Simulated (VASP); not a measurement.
# Hf in VASP: further runs

Hf is run at these levels: PBE; tasks: single point.

Everything below comes from runs of VASP 6.6.1. Logs are shortened: lines on timing, memory, paths and dates and some standing lists are left out, and cuts for length are marked.

## Step 1: The cell of the first run

It takes space group Fm-3m (No. 225, cubic). Conventional cell: a = 4.085 Å, b = 4.085 Å, c = 4.085 Å, α = 90.00°, β = 90.00°, γ = 90.00°. Within 3.8 Å of Hf (site symmetry m-3m) lie 12 Hf at 2.89 Å.

## Step 2: Single point, PBE (strain -0.080 along x and y, -0.080 along z)

Input file INCAR:

```
SYSTEM = Hf
PREC = Accurate
ENCUT = 520
EDIFF = 1E-7
ISMEAR = 0
SIGMA = 0.15
LREAL = .FALSE.
LASPH = .TRUE.
NELM = 80
ALGO = Normal
ISIF = 2
LWAVE = .FALSE.
LCHARG = .FALSE.
GGA = PE
NBANDS = 11
```

Input file KPOINTS:

```
Automatic mesh
0
G
  18 18 18
  0 0 0
```

Input file POSCAR:

```
Hf
1.0
    0.0000000000      2.0424000000      2.0424000000
    2.0424000000      0.0000000000      2.0424000000
    2.0424000000      2.0424000000      0.0000000000
Hf
1
Direct
    0.0000000000      0.0000000000      0.0000000000
```

Potentials or basis: VASP PAW PBE potentials, release 64 (Hf_pv).

Started as:

```bash
$ cat potpaw_PBE.64/Hf_pv/POTCAR > POTCAR
$ mpirun -np 1 vasp_std > vasp.out
```

OUTCAR:

```text
SYSTEM = Hf
   PREC = Accurate
   ENCUT = 520
   EDIFF = 1E-7
   ISMEAR = 0
   LREAL = .FALSE.
   LASPH = .TRUE.
   NELM = 80
   ISIF = 2
   GGA = PE

 ion  position               nearest neighbor table
   1  0.000  0.000  0.000-

  LATTYP: Found a face centered cubic cell.
 ALAT       =     4.0848000000

  Lattice vectors:

 A1 = (   0.0000000000,   2.0424000000,   2.0424000000)
 A2 = (   2.0424000000,   0.0000000000,   2.0424000000)
 A3 = (   2.0424000000,   2.0424000000,   0.0000000000)

Analysis of symmetry for initial positions (statically):
=====================================================================
 Subroutine PRICEL returns:
 Original cell was already a primitive cell.

 Routine SETGRP: Setting up the symmetry group for a
 face centered cubic supercell.

 Subroutine GETGRP returns: Found 48 space group operations
 (whereof 48 operations were pure point group operations)
 out of a pool of 48 trial point group operations.

The static configuration has the point symmetry O_h .

Analysis of symmetry for dynamics (positions and initial velocities):
=====================================================================
 Subroutine PRICEL returns:
 Original cell was already a primitive cell.

 Routine SETGRP: Setting up the symmetry group for a
 face centered cubic supercell.

 Subroutine GETGRP returns: Found 48 space group operations
 (whereof 48 operations were pure point group operations)
 out of a pool of 48 trial point group operations.

The dynamic configuration has the point symmetry O_h .

 Subroutine INISYM returns: Found 48 space group operations
 (whereof 48 operations are pure point group operations),
 and found     1 'primitive' translations

----------------------------------------------------------------------------------------

                                     Primitive cell

  volume of cell :      17.0393

  direct lattice vectors                    reciprocal lattice vectors
     0.000000000  2.042400000  2.042400000    -0.244810027  0.244810027  0.244810027
     2.042400000  0.000000000  2.042400000     0.244810027 -0.244810027  0.244810027
     2.042400000  2.042400000  0.000000000     0.244810027  0.244810027 -0.244810027

  length of vectors
     2.888389780  2.888389780  2.888389780     0.424023406  0.424023406  0.424023406

  position of ions in fractional coordinates (direct lattice)
     0.000000000  0.000000000  0.000000000

  ion indices of the primitive-cell ions
[... 75 lines left out ...]
   LREAL  =      F    real-space projection
   EDIFFG = 0.1E-05   stopping-criterion for IOM
   NSW    =      0    number of steps for IOM
   IBRION =     -1    ionic relax: 0-MD 1-quasi-New 2-CG
   NFREE  =      0    steps in history (QN), initial steepest desc. (CG)
   ISIF   =      2    stress and relaxation
   ISYM   =      2    0-nonsym 1-usesym 2-fastsym
   POTIM  = 0.5000    time-step for ionic-motion
   TEBEG  =    0.0;   TEEND  =   0.0 temperature during run
   PSTRESS=    0.0 pullay stress
   NELECT =      10.0000    total number of electrons
   NUPDOWN=      -1.0000    fix difference up-down
   EMIN   =  10.00;   EMAX   =-10.00  energy-range for DOS
   EFERMI =   0.00;   METHOD = LEGACY
   ISMEAR =     0;   SIGMA  =   0.15  broadening in eV -4-tet -1-fermi 0-gaus
   EFERMI_NEDOS =   21; number of points for ismear=-14 and -15
   IALGO  =     38    algorithm
   IMIX   =      4    mixing-type and parameters
     AMIX     =   0.40;   BMIX     =  1.00
     AMIX_MAG =   1.60;   BMIX_MAG =  1.00
  volume/ion in A,a.u.               =      17.04       114.99
  Fermi-wavevector in a.u.,A,eV,Ry     =   1.370642  2.590138 25.560714  1.878659
  Thomas-Fermi vector in A             =   2.496410
   LORBIT       =      0    0 simple, 1 ext, 2 COOP (PROOUT), +10 PAW based schemes
   GGA     = PE    functional components
   LHFCALC =     F    Hartree Fock is set to
   AEXX    =    0.0000 exact exchange contribution
   IVDW    =     0    specifies the selected vdW correction
   LEPSILON=     F    determine dielectric tensor
   LRPA    =     F    only Hartree local field effects (RPA)
 non-spin polarized calculation
 Gauss-broadening in eV      SIGMA  =   0.15
  energy-cutoff  :      520.00
  volume of cell :       17.04
 maximum number of plane-waves:       473
 NGX is ok and might be reduce to    24
   NGX = 11   NGY = 11   NGZ = 11

 number of electron      10.0000000 magnetization

 number of electron       9.9999999 magnetization

 Free energy of the ion-electron system (eV)
  ---------------------------------------------------
  ext. energy  EPLUGINS =         0.00000000
  ---------------------------------------------------
  free energy    TOTEN  =        -9.23940048 eV

  energy without entropy =       -9.22832863  energy(sigma->0) =       -9.23386455

 E-fermi :   6.8440     XC(G=0): -12.5913

 val. band max:        6.8210372362   @ k =  -0.2778   0.3333   0.0556
 cond. band min:       6.8569800657   @ k =   0.2778   0.0000   0.0000
 fundamental gap:      0.0359428295
 Fermi energy:         6.8440181637

 k-point     1 :       0.0000    0.0000    0.0000
  band No.  band energies     occupation
      1     -22.2011      2.00000
      2     -22.2011      2.00000
      3     -22.2011      2.00000
      4      -1.2120      2.00000
      5       8.2504      0.00000
      6       8.2504      0.00000
      7       8.2504      0.00000
      8      12.1629      0.00000
      9      12.1629      0.00000
     10      19.0684      0.00000
     11      20.7431      0.00000
[... 309 lines left out ...]
 k-point    24 :      -0.2222    0.0556    0.0000
  band No.  band energies     occupation
      1     -23.1813      2.00000
      2     -22.3852      2.00000
      3     -22.2966      2.00000
      4       1.1931      2.00000
      5       6.7507      1.62085
      6       8.6514      0.00000
      7       8.8594      0.00000
      8      11.3441      0.00000
      9      12.6630      0.00000
     10      19.9640      0.00000
     11      20.7493      0.00000

 [... further k-points ...]
[... 5 lines left out ...]
  --------------------------------------------------------------------------------------
  -------------------------------------------------------------------------------------
  Total        4.7906175      4.7906175      4.7906175      0.0000000     -0.0000000      0.0000000
  in kB      450.4532004    450.4532004    450.4532004      0.0000000     -0.0000000      0.0000000
  external PRESSURE =     450.4532004 kB  Pullay stress =       0.0000000 kB

 VOLUME and BASIS-vectors are now :
 -----------------------------------------------------------------------------
  energy-cutoff  :      520.00
  volume of cell :       17.04
      direct lattice vectors                 reciprocal lattice vectors
     0.000000000  2.042400000  2.042400000    -0.244810027  0.244810027  0.244810027
     2.042400000  0.000000000  2.042400000     0.244810027 -0.244810027  0.244810027
     2.042400000  2.042400000  0.000000000     0.244810027  0.244810027 -0.244810027

 POSITION                                       TOTAL-FORCE (eV/Angst)
 -----------------------------------------------------------------------------------
      0.00000      0.00000      0.00000        -0.000000     -0.000000      0.000000
 -----------------------------------------------------------------------------------
    total drift:                                0.000000      0.000000     -0.000000

  FREE ENERGIE OF THE ION-ELECTRON SYSTEM (eV)
  ---------------------------------------------------
  free  energy   TOTEN  =        -9.2394004764 eV

  energy  without entropy=       -9.2283286309  energy(sigma->0) =       -9.23386455
```

It took 15 s on 1 thread of Intel Xeon Platinum 8559C (Emerald Rapids), shared host; peak memory 0.16 GiB.

Results:

* Free energy: -9.2394 eV
* Pressure: 45.0 GPa
* Band gap on the k mesh: zero (band 5 reaches 8.25 eV, above the bottom of band 6 at 5.97 eV)

Caveat: the cell differs from its parent crystal (strain -0.080 along x and y, -0.080 along z); spin-orbit coupling is left out, which moves the levels of the heavy elements.

## Step 3: Single point, PBE (strain +0.080 along x and y, +0.080 along z)

Input file INCAR:

```
SYSTEM = Hf
ALGO = Normal ; EDIFF = 1E-7
ENCUT = 520 ; GGA = PE
ISIF = 2 ; ISMEAR = 0
LASPH = .True. ; LCHARG = .True.
LELF = .True. ; LREAL = .False.
LVHAR = .True. ; LWAVE = .False.
NBANDS = 11 ; NELM = 80
PREC = Accurate ; SIGMA = 0.15
```

Input file KPOINTS:

```
k-points
0
Gamma
  18 18 18
  0 0 0
```

Input file POSCAR:

```
Hf
1.0
    0.0000000000      2.3976000000      2.3976000000
    2.3976000000      0.0000000000      2.3976000000
    2.3976000000      2.3976000000      0.0000000000
Hf
1
Direct
    0.0000000000      0.0000000000      0.0000000000
```

Potentials or basis: VASP PAW PBE potentials, release 64 (Hf_pv).

Started as:

```bash
$ cat potpaw_PBE.64/Hf_pv/POTCAR > POTCAR
$ mpirun -np 1 vasp_std > vasp.out
```

Wall time 33 s (1 thread of Intel Xeon Platinum 8559C (Emerald Rapids), shared host); peak memory 0.2 GiB.

It converged, with:

* Free energy: -9.5870 eV
* Pressure: -14.9 GPa
* Band gap on the k mesh: zero (band 5 reaches 4.65 eV, above the bottom of band 6 at 2.91 eV)

Levels at points of the mesh, in eV from the Fermi level:
```csv
k point,band 2,band 3,band 4,band 5,band 6,band 7,band 8,band 9
"(0.00, 0.00, 0.00)",-30.80,-30.80,-6.49,1.25,1.25,1.25,3.36,3.36
"(0.50, 0.00, 0.00)",-30.85,-30.85,-3.10,0.09,1.10,1.10,4.93,4.93
"(0.50, 0.50, 0.00)",-30.94,-30.94,-2.50,-1.51,1.65,4.93,5.38,5.38
```

Caveat: the cell differs from its parent crystal (strain +0.080 along x and y, +0.080 along z); spin-orbit coupling is left out, which moves the levels of the heavy elements.

## Step 4: Single point, PBE (strain -0.080 along x and y, -0.040 along z)

Input file INCAR:

```
PREC = Accurate ; ENCUT = 520
EDIFF = 1E-7 ; ISMEAR = 0
SIGMA = 0.15 ; LREAL = False
LASPH = True ; NELM = 80
ALGO = Fast ; ISIF = 2
LWAVE = False ; LCHARG = True
GGA = PE ; LELF = True
LVHAR = True ; NBANDS = 11
```

Input file KPOINTS:

```
regular mesh
0
Gamma
  18 18 18
```

Input file POSCAR:

```
Hf
1.0
    0.0000000000      2.0424000000      2.1312000000
    2.0424000000      0.0000000000      2.1312000000
    2.0424000000      2.0424000000      0.0000000000
Hf
1
Direct
    0.0000000000      0.0000000000      0.0000000000
```

Started as:

```bash
$ cat potpaw_PBE.64/Hf_pv/POTCAR > POTCAR
$ mpirun -np 1 vasp_std > vasp.out
```

Wall time 48 s (1 thread of Intel Xeon Platinum 8559C (Emerald Rapids), shared host); peak memory 0.21 GiB.

Results (log left out):

```yaml
Free_energy: -9.4211 eV
Pressure: 35.3 GPa
Band_gap_on_the_k_mesh: zero (band 5 reaches 7.67 eV, above the bottom of band 6 at 5.56 eV)
```

Stress tensor (GPa, compression positive):
```
36.18  0.00  0.00
 0.00 36.18  0.00
 0.00  0.00 33.67
```

Levels at points of the mesh, in eV from the Fermi level:
```tsv
k point	band 3	band 4	band 5	band 6	band 7	band 8
(0.00, 0.00, 0.00)	-29.18	-7.93	1.04	1.65	1.65	4.63
(0.50, 0.00, 0.00)	-29.35	-4.37	0.77	1.45	1.62	7.82
(0.50, 0.50, 0.00)	-29.70	-4.39	-3.01	3.57	8.14	8.90
(0.50, 0.00, 0.50)	-29.75	-4.36	-3.15	4.38	7.97	8.50
```

Caveat: the cell differs from its parent crystal (strain -0.080 along x and y, -0.040 along z); spin-orbit coupling is left out, which moves the levels of the heavy elements.

## Step 5: Single point, PBE (strain -0.080 along x and y, +0.000 along z)

Input file INCAR:

```
SYSTEM = Hf
PREC = Accurate ; ENCUT = 520
EDIFF = 1E-7 ; ISMEAR = 0
SIGMA = 0.15 ; LREAL = .False.
LASPH = .True. ; NELM = 80
ALGO = Normal ; ISIF = 2
LWAVE = .False. ; LCHARG = .False.
GGA = PE ; NBANDS = 11
```

Input file KPOINTS:

```
Automatic mesh
0
Gamma
  18 18 18
  0 0 0
```

Input file POSCAR:

```
Hf
1.0
    0.0000000000      2.0424000000      2.2200000000
    2.0424000000      0.0000000000      2.2200000000
    2.0424000000      2.0424000000      0.0000000000
Hf
1
Direct
    0.0000000000      0.0000000000      0.0000000000
```

Potentials or basis: VASP PAW PBE potentials, release 64 (Hf_pv).

Started as:

```bash
$ cat potpaw_PBE.64/Hf_pv/POTCAR > POTCAR
$ mpirun -np 1 vasp_std > vasp.out
```

OUTCAR:

```text
SYSTEM = Hf
   PREC = Accurate
   ENCUT = 520
   EDIFF = 1E-7
   ISMEAR = 0
   LREAL = .False.
   LASPH = .True.
   NELM = 80
   ISIF = 2
   GGA = PE

 ion  position               nearest neighbor table
   1  0.000  0.000  0.000-

  LATTYP: Found a body centered tetragonal cell.
 ALAT       =     2.8883897798
 C/A-ratio  =     1.5371886548

  Lattice vectors:

 A1 = (  -2.0424000000,   0.0000000000,   2.2200000000)
 A2 = (   2.0424000000,   0.0000000000,   2.2200000000)
 A3 = (   0.0000000000,   2.0424000000,  -2.2200000000)

Analysis of symmetry for initial positions (statically):
=====================================================================
 Subroutine PRICEL returns:
 Original cell was already a primitive cell.

 Routine SETGRP: Setting up the symmetry group for a
 body centered tetragonal supercell.

 Subroutine GETGRP returns: Found 16 space group operations
 (whereof 16 operations were pure point group operations)
 out of a pool of 16 trial point group operations.

The static configuration has the point symmetry D_4h.

Analysis of symmetry for dynamics (positions and initial velocities):
[... 166 lines left out ...]
      1     -23.2039      2.00000
      2     -23.1745      2.00000
      3     -23.1745      2.00000
      4      -1.6670      2.00000
      5       6.8538      0.00000
      6       8.0356      0.00000
      7       8.0356      0.00000
      8      10.0938      0.00000
      9      11.9972      0.00000
     10      18.2087      0.00000
     11      19.8257      0.00000
[... 309 lines left out ...]
 k-point    24 :      -0.2222    0.0556    0.0000
  band No.  band energies     occupation
      1     -23.9853      2.00000
      2     -23.3583      2.00000
      3     -23.2095      2.00000
      4       0.6063      2.00000
      5       6.0978      1.16797
      6       7.4613      0.00000
      7       8.7457      0.00000
      8      10.7283      0.00000
      9      11.2459      0.00000
     10      18.7153      0.00000
     11      19.8296      0.00000

 [... further k-points ...]

------------------------ aborting loop because EDIFF is reached ----------------------------------------

  FORCE on cell =-STRESS in cart. coord.  units (eV):
  Direction    XX          YY          ZZ          XY          YZ          ZX
  --------------------------------------------------------------------------------------
  -------------------------------------------------------------------------------------
  Total        3.3041916      3.3041916      2.7783420      0.0000000     -0.0000000      0.0000000
  in kB      285.8322500    285.8322500    240.3431343      0.0000000     -0.0000000      0.0000000
  external PRESSURE =     270.6692114 kB  Pullay stress =       0.0000000 kB

 VOLUME and BASIS-vectors are now :
 -----------------------------------------------------------------------------
  energy-cutoff  :      520.00
  volume of cell :       18.52
      direct lattice vectors                 reciprocal lattice vectors
     0.000000000  2.042400000  2.220000000    -0.244810027  0.244810027  0.225225225
     2.042400000  0.000000000  2.220000000     0.244810027 -0.244810027  0.225225225
     2.042400000  2.042400000  0.000000000     0.244810027  0.244810027 -0.225225225

 POSITION                                       TOTAL-FORCE (eV/Angst)
 -----------------------------------------------------------------------------------
      0.00000      0.00000      0.00000        -0.000000      0.000000      0.000000
 -----------------------------------------------------------------------------------
    total drift:                                0.000000      0.000000     -0.000000

  FREE ENERGIE OF THE ION-ELECTRON SYSTEM (eV)
  ---------------------------------------------------
  free  energy   TOTEN  =        -9.5539730045 eV

  energy  without entropy=       -9.5393026737  energy(sigma->0) =       -9.54663784
```

OSZICAR:

```text
N       E                     dE             d eps       ncg     rms          rms(c)
DAV:   1     0.137834392947E+02    0.13783E+02   -0.57522E+03 10704   0.861E+02
DAV:   2    -0.939271116819E+01   -0.23176E+02   -0.22373E+02 13047   0.159E+02
DAV:   3    -0.980571259525E+01   -0.41300E+00   -0.40995E+00 13181   0.147E+01
DAV:   4    -0.980685547384E+01   -0.11429E-02   -0.11427E-02 11977   0.924E-01
DAV:   5    -0.980685959514E+01   -0.41213E-05   -0.41207E-05 13002   0.500E-02    0.507E+01
DAV:   6    -0.962198504971E+01    0.18487E+00   -0.14749E-01 12420   0.292E+00    0.303E+01
DAV:   7    -0.955701503052E+01    0.64970E-01   -0.23849E-01 12300   0.360E+00    0.138E+00
DAV:   8    -0.955395016984E+01    0.30649E-02   -0.14997E-02 11975   0.894E-01    0.751E-02
DAV:   9    -0.955397195637E+01   -0.21787E-04   -0.18328E-04 12427   0.118E-01    0.438E-02
DAV:  10    -0.955397251776E+01   -0.56140E-06   -0.93798E-06 12260   0.253E-02    0.344E-02
DAV:  11    -0.955397299756E+01   -0.47979E-06   -0.81121E-07 12448   0.719E-03    0.121E-03
DAV:  12    -0.955397300451E+01   -0.69558E-08   -0.11917E-08  6945   0.112E-03
   1 F= -.95539730E+01 E0= -.95466378E+01  d E =-.146703E-01
```

It took 41 s on 1 thread of Intel Xeon Platinum 8559C (Emerald Rapids), shared host; peak memory 0.22 GiB.

Results:

- Free energy: -9.5540 eV
- Pressure: 27.1 GPa
- Band gap on the k mesh: zero (band 5 reaches 7.11 eV, above the bottom of band 6 at 5.25 eV)

Stress tensor (GPa, compression positive):
```
28.58  0.00  0.00
 0.00 28.58  0.00
 0.00  0.00 24.03
```

Caveat: the cell differs from its parent crystal (strain -0.080 along x and y, +0.000 along z); spin-orbit coupling is left out, which moves the levels of the heavy elements.

[end of part 1 of 2]
